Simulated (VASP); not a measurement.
A run of VASP 6.6.1:

Contents of INCAR:

```
ALGO = Normal
EDIFF = 1E-6
ENCUT = 520
GGA = PE
ISIF = 2
ISMEAR = 0
LASPH = T
LCHARG = T
LELF = T
LREAL = F
LVHAR = T
LWAVE = F
NBANDS = 14
NELM = 100
PREC = Accurate
SIGMA = 0.15
```

KPOINTS

```
k-points
0
Gamma
  18 18 10
```

Contents of POSCAR:

```
TiAl
1.0
    2.9170000000      0.0000000000      0.0000000000
   -1.4585000000      2.5261961028      0.0000000000
    0.0000000000      0.0000000000      4.8343000000
Ti Al
1 1
Direct
    0.0000000000      0.0000000000      0.0000000000
    0.3333333333      0.6666666667      0.5000000000
```

Potentials or basis: VASP PAW PBE potentials, release 64 (Ti_sv, Al).

Run with:

```console
$ cat potpaw_PBE.64/Ti_sv/POTCAR potpaw_PBE.64/Al/POTCAR > POTCAR
$ mpirun -np 1 vasp_std > vasp.out
```

Hardware: 1 thread of Intel Xeon 8259CL, on a shared host.

Question: How long does it take, and how much memory?

Answer: Wall time 120 s on 1 thread of Intel Xeon 8259CL, with other jobs on the host, peak memory 0.24 GiB. Counts: scf iterations 14, k points 222.
